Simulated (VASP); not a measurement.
# Cd3HgTe4 (P-43m) in VASP: single point with PBE

Aim: the single point of Cd3HgTe4 with PBE.

All numbers are computed with VASP 6.6.1; they aren't measurements. Logs are shortened: lines on timing, memory, paths and dates and some standing lists are left out, and cuts for length are marked.

### 1 The cell of the first run

It takes space group P-43m (No. 215, cubic). Conventional cell: a = 6.629 Å, b = 6.629 Å, c = 6.629 Å, α = 90.00°, β = 90.00°, γ = 90.00°. Cd (site symmetry -42m) has 4 Te at 2.87 Å within 3.8 Å. Hg (site symmetry -43m) has 4 Te at 2.88 Å within 3.8 Å. Within 3.8 Å of Te (site symmetry 3m) lie 3 Cd at 2.87 Å and 1 Hg at 2.88 Å.

### 2 Single point, PBE

POSCAR reads:

```
Cd3HgTe4
1.0
    6.6293391883      0.0000000000      0.0000000000
    0.0000000000      6.6293391883      0.0000000000
    0.0000000000      0.0000000000      6.6293391883
Cd Hg Te
3 1 4
Direct
    0.0000000000      0.5000000000      0.5000000000
    0.5000000000      0.0000000000      0.5000000000
    0.5000000000      0.5000000000      0.0000000000
    0.0000000000      0.0000000000      0.0000000000
    0.7490520274      0.7490520274      0.2509479726
    0.7490520274      0.2509479726      0.7490520274
    0.2509479726      0.7490520274      0.7490520274
    0.2509479726      0.2509479726      0.2509479726
```

INCAR.step1 reads:

```
SYSTEM = Cd3HgTe4
PREC = Accurate ; ENCUT = 520
EDIFF = 1E-6 ; ISMEAR = 0
SIGMA = 0.01 ; LREAL = .FALSE.
LASPH = .TRUE. ; NELM = 100
ALGO = Normal ; ISIF = 2
LWAVE = .FALSE. ; LCHARG = .TRUE.
GGA = PE ; NBANDS = 46
```

KPOINTS.step1 reads:

```
Automatic mesh
0
G
  6 6 6
  0 0 0
```

INCAR.step2 reads:

```
SYSTEM = Cd3HgTe4
PREC = Accurate ; ENCUT = 520
EDIFF = 1E-6 ; ISMEAR = -5
SIGMA = 0.01 ; LREAL = .FALSE.
LASPH = .TRUE. ; NELM = 100
ALGO = Normal ; ISIF = 2
LWAVE = .FALSE. ; LCHARG = .FALSE.
GGA = PE ; LORBIT = 11
NBANDS = 46 ; NEDOS = 1001
ICHARG = 11
```

KPOINTS.step2 reads:

```
Automatic mesh
0
G
  9 9 9
  0 0 0
```

Potentials or basis: VASP PAW PBE potentials, release 64 (Cd, Hg, Te).

Run with:

```console
> cat potpaw_PBE.64/Cd/POTCAR potpaw_PBE.64/Hg/POTCAR potpaw_PBE.64/Te/POTCAR > POTCAR
> cp INCAR.step1 INCAR
> cp KPOINTS.step1 KPOINTS
> mpirun -np 1 vasp_std > vasp.out
> cp INCAR.step2 INCAR
> cp KPOINTS.step2 KPOINTS
> mpirun -np 1 vasp_std > vasp.out
```

OUTCAR:

```text
SYSTEM = Cd3HgTe4
   PREC = Accurate
   ENCUT = 520
   EDIFF = 1E-6
   ISMEAR = -5
   LREAL = .FALSE.
   LASPH = .TRUE.
   NELM = 100
   ISIF = 2
   GGA = PE
   LORBIT = 11
   ICHARG = 11

 ion  position               nearest neighbor table
   1  0.000  0.500  0.500-   5 2.87   6 2.87   7 2.87   8 2.87
   2  0.500  0.000  0.500-   5 2.87   6 2.87   7 2.87   8 2.87
   3  0.500  0.500  0.000-   5 2.87   6 2.87   7 2.87   8 2.87
   4  0.000  0.000  0.000-   5 2.88   6 2.88   7 2.88   8 2.88
   5  0.749  0.749  0.251-   1 2.87   2 2.87   3 2.87   4 2.88
   6  0.749  0.251  0.749-   1 2.87   2 2.87   3 2.87   4 2.88
   7  0.251  0.749  0.749-   1 2.87   2 2.87   3 2.87   4 2.88
   8  0.251  0.251  0.251-   1 2.87   2 2.87   3 2.87   4 2.88

  LATTYP: Found a simple cubic cell.
 ALAT       =     6.6293391883

  Lattice vectors:

 A1 = (   6.6293391883,   0.0000000000,   0.0000000000)
 A2 = (   0.0000000000,   6.6293391883,   0.0000000000)
 A3 = (   0.0000000000,   0.0000000000,   6.6293391883)

Analysis of symmetry for initial positions (statically):
=====================================================================
 Subroutine PRICEL returns:
 Original cell was already a primitive cell.

 Routine SETGRP: Setting up the symmetry group for a
 simple cubic supercell.

 Subroutine GETGRP returns: Found 24 space group operations
 (whereof 24 operations were pure point group operations)
 out of a pool of 48 trial point group operations.

The static configuration has the point symmetry T_d .

Analysis of symmetry for dynamics (positions and initial velocities):
=====================================================================
 Subroutine PRICEL returns:
 Original cell was already a primitive cell.

 Routine SETGRP: Setting up the symmetry group for a
 simple cubic supercell.

 Subroutine GETGRP returns: Found 24 space group operations
 (whereof 24 operations were pure point group operations)
 out of a pool of 48 trial point group operations.

The dynamic configuration has the point symmetry T_d .

 Subroutine INISYM returns: Found 24 space group operations
 (whereof 24 operations are pure point group operations),
 and found     1 'primitive' translations

----------------------------------------------------------------------------------------

                                     Primitive cell

  volume of cell :     291.3471

  direct lattice vectors                    reciprocal lattice vectors
     6.629339188  0.000000000  0.000000000     0.150844597  0.000000000  0.000000000
     0.000000000  6.629339188  0.000000000     0.000000000  0.150844597  0.000000000
     0.000000000  0.000000000  6.629339188     0.000000000  0.000000000  0.150844597

  length of vectors
     6.629339188  6.629339188  6.629339188     0.150844597  0.150844597  0.150844597

  position of ions in fractional coordinates (direct lattice)
     0.000000000  0.500000000  0.500000000
     0.500000000  0.000000000  0.500000000
     0.500000000  0.500000000  0.000000000
     0.000000000  0.000000000  0.000000000
     0.749052027  0.749052027  0.250947973
     0.749052027  0.250947973  0.749052027
     0.250947973  0.749052027  0.749052027
     0.250947973  0.250947973  0.250947973

  ion indices of the primitive-cell ions
   primitive index   ion index
                 1           1
                 2           2
                 3           3
                 4           4
                 5           5
                 6           6
                 7           7
                 8           8

----------------------------------------------------------------------------------------

 KPOINTS: Automatic mesh

Automatic generation of k-mesh.
 Grid dimensions read from file:
 generate k-points for:    9    9    9

 Generating k-lattice:

  Cartesian coordinates                     Fractional coordinates (reciprocal lattice)
     0.016760511  0.000000000  0.000000000     0.111111111  0.000000000  0.000000000
     0.000000000  0.016760511  0.000000000     0.000000000  0.111111111  0.000000000
     0.000000000  0.000000000  0.016760511     0.000000000  0.000000000  0.111111111

  Length of vectors
     0.016760511  0.016760511  0.016760511

  Shift w.r.t. Gamma in fractional coordinates (k-lattice)
     0.000000000  0.000000000  0.000000000

 TETIRR: Found    353 inequivalent tetrahedra from     4374

 Subroutine IBZKPT returns following result:
 ===========================================

 Found     35 irreducible k-points:

 Following reciprocal coordinates:
            Coordinates               Weight
  0.000000  0.000000  0.000000      1.000000
  0.111111  0.000000  0.000000      6.000000
  0.222222  0.000000  0.000000      6.000000
  0.333333  0.000000  0.000000      6.000000
  0.444444  0.000000  0.000000      6.000000
  0.111111  0.111111  0.000000     12.000000
[... 16 lines left out ...]
  0.333333  0.333333  0.111111     24.000000
  0.444444  0.333333  0.111111     48.000000
 [... further k-points ...]
   k-points           NKPTS =     35   k-points in BZ     NKDIM =     35   number of bands    NBANDS=     46
   number of dos      NEDOS =   1001   number of ions     NIONS =      8
   total plane-waves  NPLWV = 125000
   dimension x,y,z NGX =    50 NGY =   50 NGZ =   50
   dimension x,y,z NGXF=   100 NGYF=  100 NGZF=  100
   ions per type =               3   1   4
   NGX,Y,Z   is equivalent  to a cutoff of  12.54, 12.54, 12.54 a.u.
   NGXF,Y,Z  is equivalent  to a cutoff of  25.08, 25.08, 25.08 a.u.
 SYSTEM =  Cd3HgTe4
   PREC   = accura    normal or accurate (medium, high low for compatibility)
   ISTART =      0    job   : 0-new  1-cont  2-samecut
   ICHARG =     11    charge: 1-file 2-atom 10-const
   ISPIN  =      1    spin polarized calculation?
   LNONCOLLINEAR =      F non collinear calculations
   LSORBIT =      F    spin-orbit coupling
   LASPH  =      T    aspherical Exc in radial PAW
   ENCUT  =  520.0 eV  38.22 Ry    6.18 a.u.  12.33 12.33 12.33*2*pi/ulx,y,z
   NELM   =    100;   NELMIN=  2; NELMDL=  0     # of ELM steps
   EDIFF  = 0.1E-05   stopping-criterion for ELM
   LREAL  =      F    real-space projection
   EDIFFG = 0.1E-04   stopping-criterion for IOM
   NSW    =      0    number of steps for IOM
   IBRION =     -1    ionic relax: 0-MD 1-quasi-New 2-CG
   NFREE  =      0    steps in history (QN), initial steepest desc. (CG)
   ISIF   =      2    stress and relaxation
   ISYM   =      2    0-nonsym 1-usesym 2-fastsym
   POTIM  = 0.5000    time-step for ionic-motion
   TEBEG  =    0.0;   TEEND  =   0.0 temperature during run
   PSTRESS=    0.0 pullay stress
   NELECT =      72.0000    total number of electrons
   NUPDOWN=      -1.0000    fix difference up-down
   EMIN   =  10.00;   EMAX   =-10.00  energy-range for DOS
   EFERMI =   0.00;   METHOD = LEGACY
   ISMEAR =    -5;   SIGMA  =   0.01  broadening in eV -4-tet -1-fermi 0-gaus
   EFERMI_NEDOS =   21; number of points for ismear=-14 and -15
   IALGO  =     38    algorithm
   IMIX   =      4    mixing-type and parameters
     AMIX     =   0.40;   BMIX     =  1.00
     AMIX_MAG =   1.60;   BMIX_MAG =  1.00
  volume/ion in A,a.u.               =      36.42       245.76
  Fermi-wavevector in a.u.,A,eV,Ry     =   1.027343  1.941397 14.360044  1.055433
  Thomas-Fermi vector in A             =   2.161283
   LORBIT       =     11    0 simple, 1 ext, 2 COOP (PROOUT), +10 PAW based schemes
   GGA     = PE    functional components
   LHFCALC =     F    Hartree Fock is set to
   AEXX    =    0.0000 exact exchange contribution
   IVDW    =     0    specifies the selected vdW correction
   LEPSILON=     F    determine dielectric tensor
   LRPA    =     F    only Hartree local field effects (RPA)
 non-spin polarized calculation
 Fermi weights with tetrahedron method with Bloechl corrections
  energy-cutoff  :      520.00
  volume of cell :      291.35
 maximum number of plane-waves:      7885
 NGX is ok and might be reduce to    50

 number of electron      72.0000023 magnetization

 Free energy of the ion-electron system (eV)
  ---------------------------------------------------
  ext. energy  EPLUGINS =         0.00000000
  ---------------------------------------------------
  free energy    TOTEN  =       -18.06796433 eV

  energy without entropy =      -18.06796433  energy(sigma->0) =      -18.06796433

 E-fermi :   1.8972     XC(G=0):  -8.3156

 val. band max:        1.8966849127   @ k =   0.0000   0.0000   0.0000
 cond. band min:       2.0742705676   @ k =   0.0000   0.0000   0.0000
 fundamental gap:      0.1775856548
 Fermi energy:         1.8971521872

 k-point     1 :       0.0000    0.0000    0.0000
  band No.  band energies     occupation
      1      -9.0781      2.00000
      2      -8.5865      2.00000
      3      -8.5865      2.00000
      4      -8.5865      2.00000
      5      -6.2384      2.00000
      6      -6.2384      2.00000
[... 38 lines left out ...]
     45       6.4695      0.00000
     46       6.4695      0.00000

 k-point     2 :       0.1111    0.0000    0.0000
  band No.  band energies     occupation
      1      -9.0635      2.00000
      2      -8.6008      2.00000
      3      -8.5867      2.00000
      4      -8.5867      2.00000
      5      -6.2367      2.00000
      6      -6.2367      2.00000
[... 38 lines left out ...]
     45       6.5795      0.00000
     46       6.5795      0.00000

 k-point     3 :       0.2222    0.0000    0.0000
  band No.  band energies     occupation
      1      -9.0213      2.00000
      2      -8.6422      2.00000
      3      -8.5870      2.00000
      4      -8.5870      2.00000
      5      -6.2316      2.00000
      6      -6.2316      2.00000
[... 1018 lines left out ...]
     45       7.0017      0.00000
     46       7.3065      0.00000

 k-point    24 :       0.4444    0.3333    0.1111
  band No.  band energies     occupation
      1      -8.8030      2.00000
      2      -8.7303      2.00000
      3      -8.6578      2.00000
      4      -8.6379      2.00000
      5      -6.2201      2.00000
      6      -6.2158      2.00000
[... 38 lines left out ...]
     45       7.2778      0.00000
     46       7.3016      0.00000

 [... further k-points ...]
[... 5 lines left out ...]
  --------------------------------------------------------------------------------------
  -------------------------------------------------------------------------------------
  Total        0.0840087      0.0840087      0.0840087     -0.0000000      0.0000000      0.0000000
  in kB        0.4619811      0.4619811      0.4619811     -0.0000000      0.0000000      0.0000000
  external PRESSURE =       0.4619811 kB  Pullay stress =       0.0000000 kB

 VOLUME and BASIS-vectors are now :
 -----------------------------------------------------------------------------
  energy-cutoff  :      520.00
  volume of cell :      291.35
      direct lattice vectors                 reciprocal lattice vectors
     6.629339188  0.000000000  0.000000000     0.150844597  0.000000000  0.000000000
     0.000000000  6.629339188  0.000000000     0.000000000  0.150844597  0.000000000
     0.000000000  0.000000000  6.629339188     0.000000000  0.000000000  0.150844597

 POSITION                                       TOTAL-FORCE (eV/Angst)
 -----------------------------------------------------------------------------------
      0.00000      3.31467      3.31467        -0.000000      0.000000     -0.000000
      3.31467      0.00000      3.31467        -0.000000      0.000000     -0.000000
      3.31467      3.31467      0.00000         0.000000     -0.000000     -0.000000
      0.00000      0.00000      0.00000        -0.000000      0.000000     -0.000000
      4.96572      4.96572      1.66362         0.002292      0.002292     -0.002292
      4.96572      1.66362      4.96572         0.002292     -0.002292      0.002292
      1.66362      4.96572      4.96572        -0.002292      0.002292      0.002292
      1.66362      1.66362      1.66362        -0.002292     -0.002292     -0.002292
 -----------------------------------------------------------------------------------
    total drift:                               -0.000000     -0.000000     -0.000000

  FREE ENERGIE OF THE ION-ELECTRON SYSTEM (eV)
  ---------------------------------------------------
  free  energy   TOTEN  =       -18.0679643333 eV

  energy  without entropy=      -18.0679643333  energy(sigma->0) =      -18.06796433

 total charge

# of ion       s       p       d       tot
------------------------------------------
    1        0.465   0.283   9.531  10.279
    2        0.465   0.283   9.531  10.279
    3        0.465   0.283   9.531  10.279
    4        0.730   0.354   9.368  10.452
    5        1.359   2.009   0.019   3.387
    6        1.359   2.009   0.019   3.387
    7        1.359   2.009   0.019   3.387
    8        1.359   2.009   0.019   3.387
--------------------------------------------------
tot          7.558   9.237  38.040  54.835
```

It took 5.4 min on 1 thread of Intel Xeon 6975P-C (Granite Rapids), shared host; peak memory 0.6 GiB.

Results:

```yaml
Valence_electrons_inside_the_program's_atomic_spheres: Cd 10.28; Hg 10.45; Te 3.39
```

Levels at points of the mesh, in eV from the valence-band top:
| k point | band 32 | band 33 | band 34 | band 35 | band 36 | band 37 | band 38 | band 39 | band 40 | band 41 |
| --- | --- | --- | --- | --- | --- | --- | --- | --- | --- | --- |
| (0.00, 0.00, 0.00) | -1.70 | -1.70 | 0.00 | 0.00 | 0.00 | 0.18 | 2.10 | 2.69 | 2.69 | 2.74 |

Caveat: spin-orbit coupling is left out, which moves the levels of the heavy elements.
